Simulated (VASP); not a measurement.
# CaSe (Fm-3m) in VASP: settings compared, part 3 of 3

VASP 6.6.1.

### Step 5. Relaxation of cell and atoms, PBE

This run uses another cell than the first one, of 26.47 Å³/atom.

Input file INCAR:

```
SYSTEM = CaSe
PREC     = Accurate       ! precision mode
ENCUT    = 600            ! plane-wave cutoff, eV
EDIFF    = 1E-7           ! SCF threshold, eV
ISMEAR   = 0              ! smearing method
SIGMA    = 0.1            ! smearing width, eV
LREAL    = .FALSE.        ! projectors in reciprocal space
LASPH    = .TRUE.         ! aspherical terms in the spheres
NELM     = 100            ! most SCF steps
ALGO     = Normal         ! electronic algorithm
ISIF     = 3              ! what is computed and relaxed
LWAVE    = .FALSE.        ! write WAVECAR
LCHARG   = .FALSE.        ! write CHGCAR
GGA      = PE             ! functional
IBRION   = 2              ! ionic algorithm
NSW      = 90             ! ionic steps
EDIFFG   = -0.04          ! ionic threshold
```

Input file KPOINTS:

```
regular mesh
0
G
  6 6 6
  0 0 0
```

Input file POSCAR:

```
CaSe
1.0
    0.0000000000      2.9802363369      2.9802363369
    2.9802363369      0.0000000000      2.9802363369
    2.9802363369      2.9802363369      0.0000000000
Ca Se
1 1
Direct
    0.5000000000      0.5000000000      0.5000000000
    0.0000000000      0.0000000000      0.0000000000
```

Potentials or basis: VASP PAW PBE potentials, release 64 (Ca_sv, Se).

The run is started by

```sh
cat potpaw_PBE.64/Ca_sv/POTCAR potpaw_PBE.64/Se/POTCAR > POTCAR
mpirun -np 1 vasp_std > vasp.out
```

OUTCAR:

```text
SYSTEM = CaSe
   PREC = Accurate
   ENCUT = 600
   EDIFF = 1E-7
   ISMEAR = 0
   LREAL = .FALSE.
   LASPH = .TRUE.
   NELM = 100
   ISIF = 3
   GGA = PE
   IBRION = 2
   NSW = 90
   EDIFFG = -0.04

 ion  position               nearest neighbor table
   1  0.500  0.500  0.500-   2 2.98   2 2.98   2 2.98   2 2.98   2 2.98   2 2.98
   2  0.000  0.000  0.000-   1 2.98   1 2.98   1 2.98   1 2.98   1 2.98   1 2.98

  LATTYP: Found a face centered cubic cell.
 ALAT       =     5.9604726738

  Lattice vectors:

 A1 = (   0.0000000000,   2.9802363369,   2.9802363369)
 A2 = (   2.9802363369,   0.0000000000,   2.9802363369)
 A3 = (   2.9802363369,   2.9802363369,   0.0000000000)

Analysis of symmetry for initial positions (statically):
=====================================================================
 Subroutine PRICEL returns:
 Original cell was already a primitive cell.

 Routine SETGRP: Setting up the symmetry group for a
 face centered cubic supercell.

 Subroutine GETGRP returns: Found 48 space group operations
 (whereof 48 operations were pure point group operations)
 out of a pool of 48 trial point group operations.

The static configuration has the point symmetry O_h .

Analysis of symmetry for dynamics (positions and initial velocities):
=====================================================================
 Subroutine PRICEL returns:
 Original cell was already a primitive cell.

 Routine SETGRP: Setting up the symmetry group for a
 face centered cubic supercell.

 Subroutine GETGRP returns: Found 48 space group operations
 (whereof 48 operations were pure point group operations)
 out of a pool of 48 trial point group operations.

The dynamic configuration has the point symmetry O_h .

 Subroutine INISYM returns: Found 48 space group operations
 (whereof 48 operations are pure point group operations),
 and found     1 'primitive' translations

----------------------------------------------------------------------------------------

                                     Primitive cell

  volume of cell :      52.9398

  direct lattice vectors                    reciprocal lattice vectors
     0.000000000  2.980236337  2.980236337    -0.167771929  0.167771929  0.167771929
     2.980236337  0.000000000  2.980236337     0.167771929 -0.167771929  0.167771929
     2.980236337  2.980236337  0.000000000     0.167771929  0.167771929 -0.167771929

  length of vectors
     4.214690647  4.214690647  4.214690647     0.290589506  0.290589506  0.290589506

  position of ions in fractional coordinates (direct lattice)
     0.500000000  0.500000000  0.500000000
     0.000000000  0.000000000  0.000000000

  ion indices of the primitive-cell ions
   primitive index   ion index
                 1           1
                 2           2

----------------------------------------------------------------------------------------

 KPOINTS: regular mesh

Automatic generation of k-mesh.
 Grid dimensions read from file:
 generate k-points for:    6    6    6

 Generating k-lattice:

  Cartesian coordinates                     Fractional coordinates (reciprocal lattice)
    -0.027961988  0.027961988  0.027961988     0.166666667  0.000000000  0.000000000
     0.027961988 -0.027961988  0.027961988     0.000000000  0.166666667  0.000000000
[... 32 lines left out ...]
   number of dos      NEDOS =    301   number of ions     NIONS =      2
   total plane-waves  NPLWV =  46656
   dimension x,y,z NGX =    36 NGY =   36 NGZ =   36
   dimension x,y,z NGXF=    72 NGYF=   72 NGZF=   72
   ions per type =               1   1
   NGX,Y,Z   is equivalent  to a cutoff of  14.20, 14.20, 14.20 a.u.
   NGXF,Y,Z  is equivalent  to a cutoff of  28.40, 28.40, 28.40 a.u.
 SYSTEM =  CaSe
   PREC   = accura    normal or accurate (medium, high low for compatibility)
   ISTART =      0    job   : 0-new  1-cont  2-samecut
   ICHARG =      2    charge: 1-file 2-atom 10-const
   ISPIN  =      1    spin polarized calculation?
   LNONCOLLINEAR =      F non collinear calculations
   LSORBIT =      F    spin-orbit coupling
   LASPH  =      T    aspherical Exc in radial PAW
   ENCUT  =  600.0 eV  44.10 Ry    6.64 a.u.   8.42  8.42  8.42*2*pi/ulx,y,z
   NELM   =    100;   NELMIN=  2; NELMDL= -5     # of ELM steps
   EDIFF  = 0.1E-06   stopping-criterion for ELM
   LREAL  =      F    real-space projection
   EDIFFG = -.4E-01   stopping-criterion for IOM
   NSW    =     90    number of steps for IOM
   IBRION =      2    ionic relax: 0-MD 1-quasi-New 2-CG
   NFREE  =      1    steps in history (QN), initial steepest desc. (CG)
   ISIF   =      3    stress and relaxation
   ISYM   =      2    0-nonsym 1-usesym 2-fastsym
   POTIM  = 0.5000    time-step for ionic-motion
   TEBEG  =    0.0;   TEEND  =   0.0 temperature during run
   PSTRESS=    0.0 pullay stress
   NELECT =      16.0000    total number of electrons
   NUPDOWN=      -1.0000    fix difference up-down
   EMIN   =  10.00;   EMAX   =-10.00  energy-range for DOS
   EFERMI =   0.00;   METHOD = LEGACY
   ISMEAR =     0;   SIGMA  =   0.10  broadening in eV -4-tet -1-fermi 0-gaus
   EFERMI_NEDOS =   21; number of points for ismear=-14 and -15
   IALGO  =     38    algorithm
   IMIX   =      4    mixing-type and parameters
     AMIX     =   0.40;   BMIX     =  1.00
     AMIX_MAG =   1.60;   BMIX_MAG =  1.00
  volume/ion in A,a.u.               =      26.47       178.63
  Fermi-wavevector in a.u.,A,eV,Ry     =   1.098637  2.076122 16.422269  1.207003
  Thomas-Fermi vector in A             =   2.235018
   LORBIT       =      0    0 simple, 1 ext, 2 COOP (PROOUT), +10 PAW based schemes
   GGA     = PE    functional components
   LHFCALC =     F    Hartree Fock is set to
   AEXX    =    0.0000 exact exchange contribution
   IVDW    =     0    specifies the selected vdW correction
   LEPSILON=     F    determine dielectric tensor
   LRPA    =     F    only Hartree local field effects (RPA)
 conjugate gradient relaxation of ions
 non-spin polarized calculation
 Gauss-broadening in eV      SIGMA  =   0.10
  energy-cutoff  :      600.00
  volume of cell :       52.94
 maximum number of plane-waves:      1807
 NGX is ok and might be reduce to    36
   NGX = 17   NGY = 17   NGZ = 17

 number of electron      16.0000001 magnetization

 Free energy of the ion-electron system (eV)
  ---------------------------------------------------
  ext. energy  EPLUGINS =         0.00000000
  ---------------------------------------------------
  free energy    TOTEN  =        -9.48531177 eV

  energy without entropy =       -9.48531177  energy(sigma->0) =       -9.48531177

 E-fermi :   2.8484     XC(G=0):  -9.0588

 val. band max:        2.2914132135   @ k =   0.0000   0.0000   0.0000
 cond. band min:       4.3674365371   @ k =   0.5000   0.5000   0.0000
 fundamental gap:      2.0760233236
 Fermi energy:         2.8483632089

 k-point     1 :       0.0000    0.0000    0.0000
  band No.  band energies     occupation
      1     -37.5294      2.00000
      2     -18.5194      2.00000
      3     -18.5194      2.00000
      4     -18.5194      2.00000
      5      -9.4292      2.00000
      6       2.2914      2.00000
      7       2.2914      2.00000
      8       2.2914      2.00000
      9       5.5115      0.00000
     10       6.0030      0.00000
     11       6.0030      0.00000
     12       6.0030      0.00000
[... 211 lines left out ...]
 k-point    16 :      -0.3333    0.5000    0.1667
  band No.  band energies     occupation
      1     -37.5215      2.00000
      2     -18.5827      2.00000
      3     -18.5605      2.00000
      4     -18.5536      2.00000
      5      -8.8149      2.00000
      6       0.0660      2.00000
      7       0.7572      2.00000
      8       0.8243      2.00000
      9       5.6195      0.00000
     10       7.4058      0.00000
     11       7.5895      0.00000
     12       8.0114      0.00000

------------------------ aborting loop because EDIFF is reached ----------------------------------------

  FORCE on cell =-STRESS in cart. coord.  units (eV):
  Direction    XX          YY          ZZ          XY          YZ          ZX
  --------------------------------------------------------------------------------------
  -------------------------------------------------------------------------------------
  Total        0.0421585      0.0421585      0.0421585      0.0000000      0.0000000      0.0000000
  in kB        1.2758921      1.2758921      1.2758921      0.0000000      0.0000000      0.0000000
  external PRESSURE =       1.2758921 kB  Pullay stress =       0.0000000 kB

 VOLUME and BASIS-vectors are now :
 -----------------------------------------------------------------------------
  energy-cutoff  :      600.00
  volume of cell :       52.94
      direct lattice vectors                 reciprocal lattice vectors
     0.000000000  2.980236337  2.980236337    -0.167771929  0.167771929  0.167771929
     2.980236337  0.000000000  2.980236337     0.167771929 -0.167771929  0.167771929
     2.980236337  2.980236337  0.000000000     0.167771929  0.167771929 -0.167771929

 POSITION                                       TOTAL-FORCE (eV/Angst)
 -----------------------------------------------------------------------------------
      2.98024      2.98024      2.98024         0.000000      0.000000      0.000000
      0.00000      0.00000      0.00000        -0.000000     -0.000000     -0.000000
 -----------------------------------------------------------------------------------
    total drift:                                0.000000      0.000000      0.000000

  FREE ENERGIE OF THE ION-ELECTRON SYSTEM (eV)
  ---------------------------------------------------
  free  energy   TOTEN  =        -9.4853117744 eV

  energy  without entropy=       -9.4853117744  energy(sigma->0) =       -9.48531177

 reached required accuracy - stopping structural energy minimisation
```

Run time: 31 s. Hardware: 1 thread of Intel Xeon 8259CL, shared host; peak memory 0.2 GiB.

What came out:

```
Free energy             : -9.4853 eV
Pressure after relaxing : 0.1 GPa
Band gap on the k mesh  : 2.08 eV (least direct gap 2.99 eV)
```

Final structure:
```yaml
crystal:
  lattice:
    - [0.00000, 2.98024, 2.98024]
    - [2.98024, 0.00000, 2.98024]
    - [2.98024, 2.98024, 0.00000]
  atoms:
    - { symbol: Ca, position: [0.50000, 0.50000, 0.50000] }
    - { symbol: Se, position: [0.00000, 0.00000, 0.00000] }
```

Levels at points of the mesh, in eV from the valence-band top:
| k point | band 6 | band 7 | band 8 | band 9 | band 10 | band 11 |
| --- | --- | --- | --- | --- | --- | --- |
| (0.00, 0.00, 0.00) | 0.00 | 0.00 | 0.00 | 3.22 | 3.71 | 3.71 |
| (0.50, 0.00, 0.00) | -3.20 | -1.15 | -1.15 | 4.48 | 5.41 | 5.45 |
| (0.50, 0.50, 0.00) | -2.46 | -0.91 | -0.91 | 2.08 | 4.95 | 5.00 |

Caveat: the relaxation stopped at its first step, so nothing moved.

### Step 6. Summary

```tsv
task	level	cell	k mesh	cutoff (eV)	smearing	gap on the mesh (eV)	pressure (GPa)
single point	PBE	a = 4.295 Å, angles 60.0°, 2 atoms	8 × 8 × 8	520	gaussian 0.02 eV	2.19	-2.3
single point	PBE	a = 4.348 Å, angles 60.0°, 2 atoms	8 × 8 × 8	520	gaussian 0.02 eV	2.26	-3.6
single point	r2SCAN	a = 4.213 Å, angles 60.0°, 2 atoms	8 × 8 × 8	520	gaussian 0.02 eV	2.54	-0.3
relaxation of cell and atoms	PBE	relaxed from a = 4.215 Å, angles 60.0°, 2 atoms	6 × 6 × 6	600	gaussian 0.1 eV	2.08	0.1
```

Alike in all rows: potentials or basis VASP PAW PBE potentials, release 64 (Ca_sv, Se); no spin polarisation.

Caveats: the cell stands under tension (at least some runs); the PAW data sets were made with another functional, which shifts forces and pressure a little (at least some runs); the relaxation stopped at its first step, so nothing moved (at least some runs).

Absolute energies hang on the potentials; compare differences alone.
